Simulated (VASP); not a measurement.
# CuF (P4/mmm) in VASP: notebook

CuF is run at these levels: PBE; tasks: single point.

Everything below comes from runs of VASP 6.6.1. Logs are shortened: lines on timing, memory, paths and dates and some standing lists are left out, and cuts for length are marked.

## Step 1: The cell of the first run

It takes space group P4/mmm (No. 123, tetragonal). Conventional cell: a = 2.471 Å, b = 2.471 Å, c = 3.417 Å, α = 90.00°, β = 90.00°, γ = 90.00°. Cu (site symmetry 4/mmm) has 8 F at 2.44 Å and 4 Cu at 2.47 Å within 3.2 Å. F (site symmetry 4/mmm) has 8 Cu at 2.44 Å and 4 F at 2.47 Å within 3.2 Å.

## Step 2: Single point, PBE

INCAR

```
PREC = Accurate
ENCUT = 520
EDIFF = 1E-7
ISMEAR = 0
SIGMA = 0.05
LREAL = F
LASPH = T
NELM = 100
ALGO = Normal
ISIF = 2
LWAVE = F
LCHARG = F
GGA = PE
NBANDS = 16
```

KPOINTS

```
Automatic mesh
0
Gamma
  9 9 7
```

POSCAR

```
CuF
1.0
    2.4710065500      0.0000000000      0.0000000000
    0.0000000000      2.4710065500      0.0000000000
    0.0000000000      0.0000000000      3.4165013900
Cu F
1 1
Direct
    0.0000000000      0.0000000000      0.0000000000
    0.5000000000      0.5000000000      0.5000000000
```

Potentials or basis: VASP PAW PBE potentials, release 64 (Cu, F).

The run is started by

```
> cat potpaw_PBE.64/Cu/POTCAR potpaw_PBE.64/F/POTCAR > POTCAR
> mpirun -np 1 vasp_std > vasp.out
```

OUTCAR:

```text
PREC = Accurate
   ENCUT = 520
   EDIFF = 1E-7
   ISMEAR = 0
   LREAL = F
   LASPH = T
   NELM = 100
   ISIF = 2
   GGA = PE

 ion  position               nearest neighbor table
   1  0.000  0.000  0.000-
   2  0.500  0.500  0.500-

  LATTYP: Found a simple tetragonal cell.
 ALAT       =     2.4710065500
 C/A-ratio  =     1.3826355054

  Lattice vectors:

 A1 = (   2.4710065500,   0.0000000000,   0.0000000000)
 A2 = (   0.0000000000,   2.4710065500,   0.0000000000)
 A3 = (   0.0000000000,   0.0000000000,   3.4165013900)

Analysis of symmetry for initial positions (statically):
=====================================================================
 Subroutine PRICEL returns:
 Original cell was already a primitive cell.

 Routine SETGRP: Setting up the symmetry group for a
 simple tetragonal supercell.

 Subroutine GETGRP returns: Found 16 space group operations
 (whereof 16 operations were pure point group operations)
 out of a pool of 16 trial point group operations.

The static configuration has the point symmetry D_4h.

Analysis of symmetry for dynamics (positions and initial velocities):
=====================================================================
 Subroutine PRICEL returns:
 Original cell was already a primitive cell.

 Routine SETGRP: Setting up the symmetry group for a
 simple tetragonal supercell.

 Subroutine GETGRP returns: Found 16 space group operations
 (whereof 16 operations were pure point group operations)
 out of a pool of 16 trial point group operations.

The dynamic configuration has the point symmetry D_4h.

 Subroutine INISYM returns: Found 16 space group operations
 (whereof 16 operations are pure point group operations),
 and found     1 'primitive' translations

----------------------------------------------------------------------------------------

                                     Primitive cell

  volume of cell :      20.8607

  direct lattice vectors                    reciprocal lattice vectors
     2.471006550  0.000000000  0.000000000     0.404693383  0.000000000  0.000000000
     0.000000000  2.471006550  0.000000000     0.000000000  0.404693383  0.000000000
     0.000000000  0.000000000  3.416501390     0.000000000  0.000000000  0.292697086

  length of vectors
     2.471006550  2.471006550  3.416501390     0.404693383  0.404693383  0.292697086

  position of ions in fractional coordinates (direct lattice)
     0.000000000  0.000000000  0.000000000
     0.500000000  0.500000000  0.500000000

  ion indices of the primitive-cell ions
   primitive index   ion index
                 1           1
                 2           2

----------------------------------------------------------------------------------------

 KPOINTS: Automatic mesh

Automatic generation of k-mesh.
 Grid dimensions read from file:
 generate k-points for:    9    9    7

 Generating k-lattice:

  Cartesian coordinates                     Fractional coordinates (reciprocal lattice)
     0.044965931  0.000000000  0.000000000     0.111111111  0.000000000  0.000000000
     0.000000000  0.044965931  0.000000000     0.000000000  0.111111111  0.000000000
     0.000000000  0.000000000  0.041813869     0.000000000  0.000000000  0.142857143

  Length of vectors
     0.044965931  0.044965931  0.041813869

  Shift w.r.t. Gamma in fractional coordinates (k-lattice)
     0.000000000  0.000000000  0.000000000

 Subroutine IBZKPT returns following result:
 ===========================================

 Found     60 irreducible k-points:

 Following reciprocal coordinates:
            Coordinates               Weight
  0.000000  0.000000  0.000000      1.000000
  0.111111  0.000000  0.000000      4.000000
  0.222222  0.000000  0.000000      4.000000
  0.333333  0.000000  0.000000      4.000000
  0.444444  0.000000  0.000000      4.000000
  0.111111  0.111111  0.000000      4.000000
[... 16 lines left out ...]
  0.333333  0.111111  0.142857     16.000000
  0.444444  0.111111  0.142857     16.000000
 [... further k-points ...]
   k-points           NKPTS =     60   k-points in BZ     NKDIM =     60   number of bands    NBANDS=     16
   number of dos      NEDOS =    301   number of ions     NIONS =      2
   total plane-waves  NPLWV =   9072
   dimension x,y,z NGX =    18 NGY =   18 NGZ =   28
   dimension x,y,z NGXF=    36 NGYF=   36 NGZF=   56
   ions per type =               1   1
   NGX,Y,Z   is equivalent  to a cutoff of  12.11, 12.11, 13.62 a.u.
   NGXF,Y,Z  is equivalent  to a cutoff of  24.22, 24.22, 27.25 a.u.
 SYSTEM =  unknown system
   PREC   = accura    normal or accurate (medium, high low for compatibility)
   ISTART =      0    job   : 0-new  1-cont  2-samecut
   ICHARG =      2    charge: 1-file 2-atom 10-const
   ISPIN  =      1    spin polarized calculation?
   LNONCOLLINEAR =      F non collinear calculations
   LSORBIT =      F    spin-orbit coupling
   LASPH  =      T    aspherical Exc in radial PAW
   ENCUT  =  520.0 eV  38.22 Ry    6.18 a.u.   4.59  4.59  6.35*2*pi/ulx,y,z
   NELM   =    100;   NELMIN=  2; NELMDL= -5     # of ELM steps
   EDIFF  = 0.1E-06   stopping-criterion for ELM
   LREAL  =      F    real-space projection
   EDIFFG = 0.1E-05   stopping-criterion for IOM
   NSW    =      0    number of steps for IOM
   IBRION =     -1    ionic relax: 0-MD 1-quasi-New 2-CG
   NFREE  =      0    steps in history (QN), initial steepest desc. (CG)
   ISIF   =      2    stress and relaxation
   ISYM   =      2    0-nonsym 1-usesym 2-fastsym
   POTIM  = 0.5000    time-step for ionic-motion
   TEBEG  =    0.0;   TEEND  =   0.0 temperature during run
   PSTRESS=    0.0 pullay stress
   NELECT =      18.0000    total number of electrons
   NUPDOWN=      -1.0000    fix difference up-down
   EMIN   =  10.00;   EMAX   =-10.00  energy-range for DOS
   EFERMI =   0.00;   METHOD = LEGACY
   ISMEAR =     0;   SIGMA  =   0.05  broadening in eV -4-tet -1-fermi 0-gaus
   EFERMI_NEDOS =   21; number of points for ismear=-14 and -15
   IALGO  =     38    algorithm
   IMIX   =      4    mixing-type and parameters
     AMIX     =   0.40;   BMIX     =  1.00
     AMIX_MAG =   1.60;   BMIX_MAG =  1.00
  volume/ion in A,a.u.               =      10.43        70.39
  Fermi-wavevector in a.u.,A,eV,Ry     =   1.558556  2.945245 33.049887  2.429098
  Thomas-Fermi vector in A             =   2.662044
   LORBIT       =      0    0 simple, 1 ext, 2 COOP (PROOUT), +10 PAW based schemes
   GGA     = PE    functional components
   LHFCALC =     F    Hartree Fock is set to
   AEXX    =    0.0000 exact exchange contribution
   IVDW    =     0    specifies the selected vdW correction
   LEPSILON=     F    determine dielectric tensor
   LRPA    =     F    only Hartree local field effects (RPA)
 non-spin polarized calculation
 Gauss-broadening in eV      SIGMA  =   0.05
  energy-cutoff  :      520.00
  volume of cell :       20.86
 maximum number of plane-waves:       584
   NGX =  9   NGY =  9   NGZ = 13

 number of electron      17.9999968 magnetization

 Free energy of the ion-electron system (eV)
  ---------------------------------------------------
  ext. energy  EPLUGINS =         0.00000000
  ---------------------------------------------------
  free energy    TOTEN  =        -6.75804328 eV

  energy without entropy =       -6.75697112  energy(sigma->0) =       -6.75750720

 E-fermi :   4.4035     XC(G=0): -11.7825

 val. band max:        4.3907289284   @ k =   0.4444   0.4444   0.0000
 cond. band min:       4.4900360787   @ k =   0.1111   0.1111   0.0000
 fundamental gap:      0.0993071503
 Fermi energy:         4.4035110853

 k-point     1 :       0.0000    0.0000    0.0000
  band No.  band energies     occupation
      1     -18.9073      2.00000
      2      -0.7172      2.00000
      3       0.7382      2.00000
      4       1.7776      2.00000
      5       1.7776      2.00000
      6       1.7937      2.00000
[... 8 lines left out ...]
     15      24.9044      0.00000
     16      33.2937      0.00000

 k-point     2 :       0.1111    0.0000    0.0000
  band No.  band energies     occupation
      1     -18.8295      2.00000
      2      -0.6967      2.00000
      3       0.5750      2.00000
      4       1.4166      2.00000
      5       1.7916      2.00000
      6       1.9931      2.00000
[... 8 lines left out ...]
     15      26.7423      0.00000
     16      30.8577      0.00000

 k-point     3 :       0.2222    0.0000    0.0000
  band No.  band energies     occupation
      1     -18.6251      2.00000
      2      -0.6513      2.00000
      3      -0.5294      2.00000
      4       1.8049      2.00000
      5       1.8202      2.00000
      6       2.4659      2.00000
[... 8 lines left out ...]
     15      27.9411      0.00000
     16      28.3944      0.00000

 k-point     4 :       0.3333    0.0000    0.0000
  band No.  band energies     occupation
      1     -18.3796      2.00000
      2      -1.6420      2.00000
      3      -0.6119      2.00000
      4       1.8379      2.00000
      5       2.0535      2.00000
      6       3.4692      2.00000
[... 8 lines left out ...]
     15      26.9899      0.00000
     16      27.0685      0.00000
[... 324 lines left out ...]
 k-point    22 :       0.2222    0.1111    0.1429
  band No.  band energies     occupation
      1     -18.5364      2.00000
      2      -1.1765      2.00000
      3      -0.1474      2.00000
      4       1.2690      2.00000
      5       2.1664      2.00000
      6       2.6681      2.00000
[... 8 lines left out ...]
     15      26.6359      0.00000
     16      30.5084      0.00000

 k-point    23 :       0.3333    0.1111    0.1429
  band No.  band energies     occupation
      1     -18.3013      2.00000
      2      -1.4541      2.00000
      3      -0.6814      2.00000
      4       1.4291      2.00000
      5       2.2788      2.00000
      6       3.1999      2.00000
[... 8 lines left out ...]
     15      26.7322      0.00000
     16      28.0067      0.00000

 k-point    24 :       0.4444    0.1111    0.1429
  band No.  band energies     occupation
      1     -18.1397      2.00000
      2      -2.0318      2.00000
      3      -0.5924      2.00000
      4       1.5328      2.00000
      5       2.3561      2.00000
      6       3.1631      2.00000
[... 8 lines left out ...]
     15      26.0718      0.00000
     16      28.0343      0.00000

 [... further k-points ...]

------------------------ aborting loop because EDIFF is reached ----------------------------------------

  FORCE on cell =-STRESS in cart. coord.  units (eV):
  Direction    XX          YY          ZZ          XY          YZ          ZX
  --------------------------------------------------------------------------------------
  -------------------------------------------------------------------------------------
  Total        1.5626529      1.5626529     -1.4543350      0.0000000      0.0000000      0.0000000
  in kB      120.0172597    120.0172597   -111.6980664      0.0000000      0.0000000      0.0000000
  external PRESSURE =      42.7788176 kB  Pullay stress =       0.0000000 kB

 VOLUME and BASIS-vectors are now :
 -----------------------------------------------------------------------------
  energy-cutoff  :      520.00
  volume of cell :       20.86
      direct lattice vectors                 reciprocal lattice vectors
     2.471006550  0.000000000  0.000000000     0.404693383  0.000000000  0.000000000
     0.000000000  2.471006550  0.000000000     0.000000000  0.404693383  0.000000000
     0.000000000  0.000000000  3.416501390     0.000000000  0.000000000  0.292697086

 POSITION                                       TOTAL-FORCE (eV/Angst)
 -----------------------------------------------------------------------------------
      0.00000      0.00000      0.00000         0.000000      0.000000      0.000000
      1.23550      1.23550      1.70825         0.000000      0.000000      0.000000
 -----------------------------------------------------------------------------------
    total drift:                                0.000000     -0.000000     -0.000000

  FREE ENERGIE OF THE ION-ELECTRON SYSTEM (eV)
  ---------------------------------------------------
  free  energy   TOTEN  =        -6.7580432763 eV

  energy  without entropy=       -6.7569711248  energy(sigma->0) =       -6.75750720
```

It took 30 s on 1 thread of Intel Xeon 8259CL, shared host; peak memory 0.14 GiB.

Results:

* Free energy: -6.7580 eV
* Pressure: 4.3 GPa
* Band gap on the k mesh: zero (band 9 reaches 4.39 eV, above the bottom of band 10 at 4.02 eV)

Stress tensor (GPa, compression positive):
```
 12.00   0.00   0.00
  0.00  12.00   0.00
  0.00   0.00 -11.17
```

Caveat: semilocal functionals often make such compounds metallic where correlation or magnetic order opens a gap, which also shifts bond lengths. With open d or f shells a metallic result of PBE can be an artefact of self-interaction; +U or a hybrid may open a gap.

## Step 3: Single point, PBE

INCAR

```
SYSTEM = CuF
  PREC = Accurate
  ENCUT = 520
  EDIFF = 1E-7
  ISMEAR = 0
  SIGMA = 0.05
  LREAL = .FALSE.
  LASPH = .TRUE.
  NELM = 80
  ALGO = Normal
  ISIF = 2
  LWAVE = .FALSE.
  LCHARG = .FALSE.
  GGA = PE
  NBANDS = 16
```

KPOINTS

```
Automatic mesh
0
G
  9 9 7
  0 0 0
```

POSCAR is that of step 2.

Potentials or basis: VASP PAW PBE potentials, release 64 (Cu, F).

The run is started by

```
> cat potpaw_PBE.64/Cu/POTCAR potpaw_PBE.64/F/POTCAR > POTCAR
> mpirun -np 1 vasp_std > vasp.out
```

Run time: 33 s. Hardware: 1 thread of Intel Xeon 8259CL, shared host; peak memory 0.14 GiB.

Results (log left out):

```
Free energy            : -6.7580 eV
Pressure               : 4.3 GPa
Band gap on the k mesh : zero (band 9 reaches 4.39 eV, above the bottom of band 10 at 4.02 eV)
```

Stress tensor (GPa, compression positive):
```
 12.00   0.00   0.00
  0.00  12.00   0.00
  0.00   0.00 -11.17
```

Levels at points of the mesh, in eV from the Fermi level:
| k point | band 6 | band 7 | band 8 | band 9 | band 10 | band 11 | band 12 | band 13 |
| --- | --- | --- | --- | --- | --- | --- | --- | --- |
| (0.00, 0.00, 0.00) | -2.61 | -0.82 | -0.59 | -0.59 | -0.38 | 11.79 | 13.85 | 19.55 |

Caveat: semilocal functionals often make such compounds metallic where correlation or magnetic order opens a gap, which also shifts bond lengths. With open d or f shells a metallic result of PBE can be an artefact of self-interaction; +U or a hybrid may open a gap.

(Continued in part 2 of 2.)
